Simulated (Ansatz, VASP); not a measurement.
One calculation of W, two programs

```
W
1.0
    -1.56769    1.56769    1.56769
     1.56769   -1.56769    1.56769
     1.56769    1.56769   -1.56769
W
1
Direct
  0.00000 0.00000 0.00000
```

Alike in both runs: task single point; functional LDA; k mesh 14 × 14 × 14; occupations gaussian, width 0.2 eV; no spin polarisation.

```csv
,VASP,Ansatz
version,VASP 6.6.1,Ansatz 0.2.0
potentials or method,"VASP PAW LDA potentials, release 64 (W_sv), cutoff 520 eV","plane waves (420 eV) with PAW, scalar-relativistic"
valence electrons in the cell,14,14
```

```csv
,VASP,Ansatz,Ansatz less VASP
pressure (GPa),1.9,0.0,-1.93
```

Ansatz warns that its potentials were made for another functional, while VASP's fit it. LDA's correlation is that of Perdew and Zunger in VASP and of Perdew and Wang (1992) in Ansatz.

Neither program's run includes spin-orbit coupling.
